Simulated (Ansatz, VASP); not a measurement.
## BiS: VASP beside Ansatz

File POSCAR:

```
BiS
1.0
    4.0029443400      0.0000000000      0.0000000000
    0.0000000000      4.0029443400      0.0000000000
    0.0000000000      0.0000000000      4.0029443400
Bi S
1 1
Direct
    0.5000000000      0.5000000000      0.5000000000
    0.0000000000      0.0000000000      0.0000000000
```

The input INCAR.step1:

```
SYSTEM = BiS
PREC     = Accurate       ! precision mode
ENCUT    = 550            ! plane-wave cutoff, eV
ISMEAR   = -1             ! smearing method
SIGMA    = 0.05           ! smearing width, eV
LREAL    = .False.        ! projectors in reciprocal space
LASPH    = .True.         ! aspherical terms in the spheres
NELM     = 120            ! most SCF steps
NBANDS   = 18             ! bands
GGA      = PE             ! functional
ALGO     = Normal         ! electronic algorithm
EDIFF    = 1E-5           ! SCF threshold, eV
LWAVE    = .True.         ! write WAVECAR
LCHARG   = .False.        ! write CHGCAR
GGA_COMPAT= .False.
```

INCAR.step2

```
SYSTEM = BiS
PREC     = Accurate       ! precision mode
ENCUT    = 550            ! plane-wave cutoff, eV
EDIFF    = 1E-6           ! SCF threshold, eV
ISMEAR   = -1             ! smearing method
SIGMA    = 0.05           ! smearing width, eV
LREAL    = .False.        ! projectors in reciprocal space
LASPH    = .True.         ! aspherical terms in the spheres
NELM     = 120            ! most SCF steps
ALGO     = Normal         ! electronic algorithm
ISIF     = 2              ! what is computed and relaxed
LWAVE    = .False.        ! write WAVECAR
LCHARG   = .False.        ! write CHGCAR
METAGGA  = R2SCAN         ! meta-GGA
LMIXTAU  = .True.       
NBANDS   = 18             ! bands
ISTART   = 1            
GGA_COMPAT= .False.
```

File KPOINTS:

```
Automatic mesh
0
Gamma
  7 7 7
  0 0 0
```

input.yaml

```yaml
crystal:
  lattice:
    - [4.00294434, 0.0, 0.0]
    - [0.0, 4.00294434, 0.0]
    - [0.0, 0.0, 4.00294434]
  atoms:
    - { symbol: Bi, position: [0.5, 0.5, 0.5] }
    - { symbol: S, position: [0.0, 0.0, 0.0] }
hamiltonian:
  xc: r2scan
  pseudopotentials: { kind: paw }
kpoints:
  mp_grid: { grid: [7, 7, 7] }
  band_path:
    path:
      - [[0.0, 0.0, 0.0], [0.0, 0.5, 0.0], [0.5, 0.5, 0.0], [0.0, 0.0, 0.0], [0.5, 0.5, 0.5], [0.0, 0.5, 0.0]]
      - [[0.5, 0.5, 0.0], [0.5, 0.5, 0.5]]
    npoints: 14
scf:
  occupations: { method: fermi_dirac, width: 0.05 }
  n_extra_bands: 6
output:
  forces: true
  stress: true
  eigenvalues: true
  fatbands: true
```

Alike in both runs: functional r2SCAN; k mesh 7 × 7 × 7; occupations fermi-dirac, width 0.05 eV; no spin polarisation.

|  | VASP | Ansatz |
| --- | --- | --- |
| version | VASP 6.6.1 | Ansatz 0.2.0 |
| potentials or method | VASP PAW PBE potentials, release 64 (Bi_d, S) | Ansatz PAW |
| plane-wave cutoff (eV) | 550 | 500 |
| valence electrons in the cell | 21 | 21 |
| task | single point | band structure |

|  | VASP | Ansatz | Ansatz less VASP |
| --- | --- | --- | --- |
| gap on the k mesh at the Fermi level (eV) | none | none | - |
| pressure (GPa) | -11.9 | -11.9 | +0.04 |

VASP's potentials were made for PBE, not for r2SCAN. A gap of «none» marks a metal or a gap that the smearing closes. With one functional, cell and mesh, what is left measures potentials, basis and numerics.

Neither program's run includes spin-orbit coupling.
